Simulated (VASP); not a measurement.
# LiH (Fm-3m) in VASP: a series of runs

The runs below take LiH through single point, with PBEsol, r2SCAN, HSE06.

Program: VASP 6.6.1. These are calculated values, not measurements. Logs are shortened: lines on timing, memory, paths and dates and some standing lists are left out, and cuts for length are marked.

## Step 1: The cell of the first run

It takes space group Fm-3m (No. 225, cubic). Conventional cell: a = 3.980 Å, b = 3.980 Å, c = 3.980 Å, α = 90.00°, β = 90.00°, γ = 90.00°. Within 2.6 Å of Li (site symmetry m-3m) lie 6 H at 1.99 Å. Within 2.6 Å of H (site symmetry m-3m) lie 6 Li at 1.99 Å.

## Step 2: Single point, PBEsol

Input file INCAR:

```
PREC = Accurate
ENCUT = 520
EDIFF = 1E-6
ISMEAR = -1
SIGMA = 0.05
LREAL = F
LASPH = T
NELM = 100
ALGO = Normal
ISIF = 2
LWAVE = F
LCHARG = T
GGA = PS
LELF = T
LVHAR = T
NBANDS = 9
```

Input file KPOINTS:

```
regular mesh
0
Gamma
  10 10 10
```

Input file POSCAR:

```
LiH
1.0
    0.0000000000      1.9899840000      1.9899840000
    1.9899840000      0.0000000000      1.9899840000
    1.9899840000      1.9899840000      0.0000000000
Li H
1 1
Direct
    0.0000000000      0.0000000000      0.0000000000
    0.5000000000      0.5000000000      0.5000000000
```

Potentials or basis: VASP PAW PBE potentials, release 64 (Li_sv, H).

Launch:

```sh
> cat potpaw_PBE.64/Li_sv/POTCAR potpaw_PBE.64/H/POTCAR > POTCAR
> mpirun -np 1 vasp_std > vasp.out
```

OUTCAR:

```text
PREC = Accurate
   ENCUT = 520
   EDIFF = 1E-6
   ISMEAR = -1
   LREAL = F
   LASPH = T
   NELM = 100
   ISIF = 2
   GGA = PS

 ion  position               nearest neighbor table
   1  0.000  0.000  0.000-
   2  0.500  0.500  0.500-

  LATTYP: Found a face centered cubic cell.
 ALAT       =     3.9799680000

  Lattice vectors:

 A1 = (   0.0000000000,   1.9899840000,   1.9899840000)
 A2 = (   1.9899840000,   0.0000000000,   1.9899840000)
 A3 = (   1.9899840000,   1.9899840000,   0.0000000000)

Analysis of symmetry for initial positions (statically):
=====================================================================
 Subroutine PRICEL returns:
 Original cell was already a primitive cell.

 Routine SETGRP: Setting up the symmetry group for a
 face centered cubic supercell.

 Subroutine GETGRP returns: Found 48 space group operations
 (whereof 48 operations were pure point group operations)
 out of a pool of 48 trial point group operations.

The static configuration has the point symmetry O_h .

Analysis of symmetry for dynamics (positions and initial velocities):
=====================================================================
 Subroutine PRICEL returns:
 Original cell was already a primitive cell.

 Routine SETGRP: Setting up the symmetry group for a
 face centered cubic supercell.

 Subroutine GETGRP returns: Found 48 space group operations
 (whereof 48 operations were pure point group operations)
 out of a pool of 48 trial point group operations.

The dynamic configuration has the point symmetry O_h .

 Subroutine INISYM returns: Found 48 space group operations
 (whereof 48 operations are pure point group operations),
 and found     1 'primitive' translations

----------------------------------------------------------------------------------------

                                     Primitive cell

  volume of cell :      15.7608

  direct lattice vectors                    reciprocal lattice vectors
     0.000000000  1.989984000  1.989984000    -0.251258302  0.251258302  0.251258302
     1.989984000  0.000000000  1.989984000     0.251258302 -0.251258302  0.251258302
     1.989984000  1.989984000  0.000000000     0.251258302  0.251258302 -0.251258302

  length of vectors
     2.814262362  2.814262362  2.814262362     0.435192144  0.435192144  0.435192144
[... 82 lines left out ...]
   LREAL  =      F    real-space projection
   EDIFFG = 0.1E-04   stopping-criterion for IOM
   NSW    =      0    number of steps for IOM
   IBRION =     -1    ionic relax: 0-MD 1-quasi-New 2-CG
   NFREE  =      0    steps in history (QN), initial steepest desc. (CG)
   ISIF   =      2    stress and relaxation
   ISYM   =      2    0-nonsym 1-usesym 2-fastsym
   POTIM  = 0.5000    time-step for ionic-motion
   TEBEG  =    0.0;   TEEND  =   0.0 temperature during run
   PSTRESS=    0.0 pullay stress
   NELECT =       4.0000    total number of electrons
   NUPDOWN=      -1.0000    fix difference up-down
   EMIN   =  10.00;   EMAX   =-10.00  energy-range for DOS
   EFERMI =   0.00;   METHOD = LEGACY
   ISMEAR =    -1;   SIGMA  =   0.05  broadening in eV -4-tet -1-fermi 0-gaus
   EFERMI_NEDOS =   21; number of points for ismear=-14 and -15
   IALGO  =     38    algorithm
   IMIX   =      4    mixing-type and parameters
     AMIX     =   0.40;   BMIX     =  1.00
     AMIX_MAG =   1.60;   BMIX_MAG =  1.00
  volume/ion in A,a.u.               =       7.88        53.18
  Fermi-wavevector in a.u.,A,eV,Ry     =   1.036498  1.958698 14.617129  1.074329
  Thomas-Fermi vector in A             =   2.170892
   LORBIT       =      0    0 simple, 1 ext, 2 COOP (PROOUT), +10 PAW based schemes
   GGA     = PS    functional components
   LHFCALC =     F    Hartree Fock is set to
   AEXX    =    0.0000 exact exchange contribution
   IVDW    =     0    specifies the selected vdW correction
   LEPSILON=     F    determine dielectric tensor
   LRPA    =     F    only Hartree local field effects (RPA)
 non-spin polarized calculation
  energy-cutoff  :      520.00
  volume of cell :       15.76
 maximum number of plane-waves:       444
 NGX is ok and might be reduce to    24
   NGX = 11   NGY = 11   NGZ = 11

 number of electron       3.9999997 magnetization

 Free energy of the ion-electron system (eV)
  ---------------------------------------------------
  ext. energy  EPLUGINS =         0.00000000
  ---------------------------------------------------
  free energy    TOTEN  =        -6.12042584 eV

  energy without entropy =       -6.12042584  energy(sigma->0) =       -6.12042584

 E-fermi :   1.4246     XC(G=0):  -8.6804

 val. band max:        0.2590957674   @ k =   0.5000   0.5000   0.0000
 cond. band min:       2.9876023070   @ k =   0.5000   0.5000   0.0000
 fundamental gap:      2.7285065396
 Fermi energy:         1.4245912211

 k-point     1 :       0.0000    0.0000    0.0000
  band No.  band energies     occupation
      1     -43.4262      2.00000
      2      -5.3663      2.00000
      3      16.6412      0.00000
      4      18.2022      0.00000
      5      18.2022      0.00000
      6      18.2022      0.00000
      7      22.8588      0.00000
      8      22.8588      0.00000
      9      22.8588      0.00000
[... 265 lines left out ...]
 k-point    24 :       0.4000    0.3000    0.0000
  band No.  band energies     occupation
      1     -43.3697      2.00000
      2      -2.1906      2.00000
      3       6.8683      0.00000
      4      10.6228      0.00000
      5      11.9834      0.00000
      6      16.4306      0.00000
      7      17.9339      0.00000
      8      30.1240      0.00000
      9      30.4788      0.00000

 [... further k-points ...]

------------------------ aborting loop because EDIFF is reached ----------------------------------------

  FORCE on cell =-STRESS in cart. coord.  units (eV):
  Direction    XX          YY          ZZ          XY          YZ          ZX
  --------------------------------------------------------------------------------------
  -------------------------------------------------------------------------------------
  Total       -0.0173839     -0.0173839     -0.0173839      0.0000000     -0.0000000     -0.0000000
  in kB       -1.7671730     -1.7671730     -1.7671730      0.0000000     -0.0000000     -0.0000000
  external PRESSURE =      -1.7671730 kB  Pullay stress =       0.0000000 kB

 VOLUME and BASIS-vectors are now :
 -----------------------------------------------------------------------------
  energy-cutoff  :      520.00
  volume of cell :       15.76
      direct lattice vectors                 reciprocal lattice vectors
     0.000000000  1.989984000  1.989984000    -0.251258302  0.251258302  0.251258302
     1.989984000  0.000000000  1.989984000     0.251258302 -0.251258302  0.251258302
     1.989984000  1.989984000  0.000000000     0.251258302  0.251258302 -0.251258302

 POSITION                                       TOTAL-FORCE (eV/Angst)
 -----------------------------------------------------------------------------------
      0.00000      0.00000      0.00000        -0.000000      0.000000      0.000000
      1.98998      1.98998      1.98998         0.000000     -0.000000     -0.000000
 -----------------------------------------------------------------------------------
    total drift:                                0.000000     -0.000000     -0.000000

  FREE ENERGIE OF THE ION-ELECTRON SYSTEM (eV)
  ---------------------------------------------------
  free  energy   TOTEN  =        -6.1204258355 eV

  energy  without entropy=       -6.1204258355  energy(sigma->0) =       -6.12042584
```

stdout:

```text
POSCAR found type information on POSCAR LiH
 POSCAR found :  2 types and       2 ions
 scaLAPACK will be used
 -----------------------------------------------------------------------------
|                                                                             |
|                                                                             |
|     You enforced a specific xc type in the INCAR file but a different       |
|     I HOPE YOU KNOW WHAT YOU ARE DOING!                                     |
|                                                                             |
 -----------------------------------------------------------------------------

 LDA part: xc-table for (Slater+PW92), standard interpolation
 POSCAR, INCAR and KPOINTS ok, starting setup
 FFT: planning ... GRIDC
 FFT: planning ... GRID_SOFT
 FFT: planning ... GRID
 WAVECAR not read
 entering main loop
```

It took 15 s on 1 thread of AMD EPYC 7R43 (Zen 3), shared host; peak memory 0.09 GiB.

Results:

```yaml
Free_energy: -6.1204 eV
Band_gap_on_the_k_mesh: 2.73 eV
```

Levels at points of the mesh, in eV from the valence-band top:
| k point | band 1 | band 2 | band 3 | band 4 | band 5 |
| --- | --- | --- | --- | --- | --- |
| (0.00, 0.00, 0.00) | -43.69 | -5.63 | 16.38 | 17.94 | 17.94 |
| (0.50, 0.00, 0.00) | -43.63 | -2.77 | 4.75 | 13.75 | 16.49 |
| (0.50, 0.50, 0.00) | -43.62 | 0.00 | 2.73 | 10.72 | 10.72 |

Caveat: the cutoff is under 1.25 times the usual one of these potentials, so pressure, stress and relaxed cells hold a basis-set (Pulay) error; the PAW data sets were made with another functional, which shifts forces and pressure a little. A k mesh can miss the band edges.

## Step 3: Single point, r2SCAN

POSCAR is that of step 2.

Input file INCAR.step1:

```
SYSTEM = LiH
PREC = Accurate ; ENCUT = 520
ISMEAR = -1 ; SIGMA = 0.05
LREAL = .FALSE. ; LASPH = .TRUE.
NELM = 100 ; NBANDS = 9
GGA = PE ; ALGO = Normal
EDIFF = 1E-4 ; LWAVE = .TRUE.
LCHARG = .FALSE.
```

Input file INCAR.step2:

```
SYSTEM = LiH
PREC = Accurate ; ENCUT = 520
EDIFF = 1E-7 ; ISMEAR = -1
SIGMA = 0.05 ; LREAL = .FALSE.
LASPH = .TRUE. ; NELM = 100
ALGO = Normal ; ISIF = 2
LWAVE = .FALSE. ; LCHARG = .FALSE.
METAGGA = R2SCAN ; LMIXTAU = .TRUE.
NBANDS = 9 ; ISTART = 1
```

Input file KPOINTS:

```
regular mesh
0
G
  10 10 10
  0 0 0
```

Potentials or basis: VASP PAW PBE potentials, release 64 (Li_sv, H).

Launch:

```sh
> cat potpaw_PBE.64/Li_sv/POTCAR potpaw_PBE.64/H/POTCAR > POTCAR
> cp INCAR.step1 INCAR
> mpirun -np 1 vasp_std > vasp.out
> cp INCAR.step2 INCAR
> mpirun -np 1 vasp_std > vasp.out
```

Wall time 82 s (1 thread of AMD EPYC 7R43 (Zen 3), shared host); peak memory 0.09 GiB.

Results (log left out):

```yaml
Free_energy: -6.8172 eV
Band_gap_on_the_k_mesh: 3.57 eV
```

Levels at points of the mesh, in eV from the valence-band top:
```
           k point  band 1  band 2  band 3  band 4  band 5  band 6
(0.00, 0.00, 0.00)  -45.71   -5.53   17.93   19.63   19.63   19.63
(0.50, 0.00, 0.00)  -45.66   -2.70    5.73   15.13   18.37   18.37
(0.50, 0.50, 0.00)  -45.65    0.00    3.57   11.85   11.85   15.18
```

Caveat: the cutoff is under 1.25 times the usual one of these potentials, so pressure, stress and relaxed cells hold a basis-set (Pulay) error; the PAW data sets were made with another functional, which shifts forces and pressure a little.

## Step 4: Single point, HSE06

POSCAR is that of step 3.

Input file INCAR.step1:

```
PREC = Accurate
ENCUT = 520
EDIFF = 1E-5
ISMEAR = -1
SIGMA = 0.05
LREAL = F
LASPH = T
NELM = 80
ALGO = Normal
ISIF = 2
LWAVE = T
GGA = PE
NBANDS = 9
```

Input file INCAR.step2:

```
PREC = Accurate
ENCUT = 520
EDIFF = 1E-7
ISMEAR = -1
SIGMA = 0.05
LREAL = F
LASPH = T
NELM = 80
ALGO = Normal
ISIF = 2
LWAVE = F
LCHARG = T
GGA = PE
LHFCALC = T
HFSCREEN = 0.2079
PRECFOCK = Normal
LELF = T
LVHAR = T
ISTART = 1
NBANDS = 9
```

Input file KPOINTS:

```
Automatic mesh
0
Gamma
  10 10 10
```

Potentials or basis: VASP PAW PBE potentials, release 64 (Li_sv, H).

Launch:

```sh
> cat potpaw_PBE.64/Li_sv/POTCAR potpaw_PBE.64/H/POTCAR > POTCAR
> cp INCAR.step1 INCAR
> mpirun -np 1 vasp_std > vasp.out
> cp INCAR.step2 INCAR
> mpirun -np 1 vasp_std > vasp.out
```

OUTCAR:

```text
PREC = Accurate
   ENCUT = 520
   EDIFF = 1E-7
   ISMEAR = -1
   LREAL = F
   LASPH = T
   NELM = 80
   ISIF = 2
   GGA = PE
   LHFCALC = T
   HFSCREEN = 0.2079
   PRECFOCK = Normal
   ISTART = 1

 ion  position               nearest neighbor table
   1  0.000  0.000  0.000-
   2  0.500  0.500  0.500-

  LATTYP: Found a face centered cubic cell.
 ALAT       =     3.9799680000

[... 480 lines left out ...]
      8      31.3628      0.00000
      9      31.6002      0.00000

 [... further k-points ...]

------------------------ aborting loop because EDIFF is reached ----------------------------------------

  FORCE on cell =-STRESS in cart. coord.  units (eV):
  Direction    XX          YY          ZZ          XY          YZ          ZX
  --------------------------------------------------------------------------------------
  -------------------------------------------------------------------------------------
  Total        0.0058189      0.0058189      0.0058189     -0.0000000      0.0000000      0.0000000
  in kB        0.5915264      0.5915264      0.5915264     -0.0000000      0.0000000      0.0000000
  external PRESSURE =       0.5915264 kB  Pullay stress =       0.0000000 kB

 VOLUME and BASIS-vectors are now :
 -----------------------------------------------------------------------------
  energy-cutoff  :      520.00
  volume of cell :       15.76
      direct lattice vectors                 reciprocal lattice vectors
     0.000000000  1.989984000  1.989984000    -0.251258302  0.251258302  0.251258302
     1.989984000  0.000000000  1.989984000     0.251258302 -0.251258302  0.251258302
     1.989984000  1.989984000  0.000000000     0.251258302  0.251258302 -0.251258302

 POSITION                                       TOTAL-FORCE (eV/Angst)
 -----------------------------------------------------------------------------------
      0.00000      0.00000      0.00000        -0.000000     -0.000000      0.000000
      1.98998      1.98998      1.98998         0.000000      0.000000     -0.000000
 -----------------------------------------------------------------------------------
    total drift:                                0.000000      0.000000      0.000000

  FREE ENERGIE OF THE ION-ELECTRON SYSTEM (eV)
  ---------------------------------------------------
  free  energy   TOTEN  =        -6.7867849216 eV

  energy  without entropy=       -6.7867849215  energy(sigma->0) =       -6.78678492
```

OSZICAR.step1:

```text
N       E                     dE             d eps       ncg     rms          rms(c)
DAV:   1    -0.117384741427E+01   -0.11738E+01   -0.14618E+03   854   0.393E+02
DAV:   2    -0.632270220449E+01   -0.51489E+01   -0.51223E+01  1269   0.569E+01
DAV:   3    -0.636988398170E+01   -0.47182E-01   -0.47172E-01   962   0.506E+00
DAV:   4    -0.637015095411E+01   -0.26697E-03   -0.26696E-03  1207   0.307E-01
DAV:   5    -0.637015159984E+01   -0.64573E-06   -0.64575E-06   988   0.118E-02    0.289E+00
DAV:   6    -0.618669261920E+01    0.18346E+00   -0.14743E-01   952   0.120E+00    0.145E+00
DAV:   7    -0.612462163839E+01    0.62071E-01   -0.19232E-01   990   0.155E+00    0.221E-01
DAV:   8    -0.612638608620E+01   -0.17644E-02   -0.43119E-03  1003   0.429E-01    0.428E-02
DAV:   9    -0.612632022423E+01    0.65862E-04   -0.15162E-04  1098   0.487E-02    0.664E-03
DAV:  10    -0.612631476865E+01    0.54556E-05   -0.60325E-06   766   0.176E-02
   1 F= -.61263148E+01 E0= -.61263148E+01  d E =-.119889E-10
```

Wall time 43 min (1 thread of AMD EPYC 7R43 (Zen 3), shared host); peak memory 0.22 GiB.

Results:

| Item | Value |
| --- | --- |
| Free energy | -6.7868 eV |
| Band gap on the k mesh | 3.96 eV |

Caveat: the cutoff is under 1.25 times the usual one of these potentials, so pressure, stress and relaxed cells hold a basis-set (Pulay) error; the PAW data sets were made with another functional, which shifts forces and pressure a little. A k mesh can miss the band edges.

## Step 5: The runs side by side

| level | grid for exact exchange (PRECFOCK) | share of exact exchange | screening parameter | gap on the mesh (eV) |
| --- | --- | --- | --- | --- |
| PBEsol | - | - | - | 2.73 |
| r2SCAN | - | - | - | 3.57 |
| HSE06 | Normal | 0.25 | 0.2079 1/Å | 3.96 |

Alike in all rows: task single point; potentials or basis VASP PAW PBE potentials, release 64 (Li_sv, H); no spin polarisation; cell as given; k mesh 10 × 10 × 10; cutoff (eV) 520; smearing fermi-dirac 0.05 eV.

On the cell as given the gap runs from 2.73 eV (PBEsol) to 3.96 eV (HSE06).

Caveats: the cutoff is under 1.25 times the usual one of these potentials, so pressure, stress and relaxed cells hold a basis-set (Pulay) error; the PAW data sets were made with another functional, which shifts forces and pressure a little.

Total energies depend on the potentials used, so only differences within one code and one set of settings carry meaning.
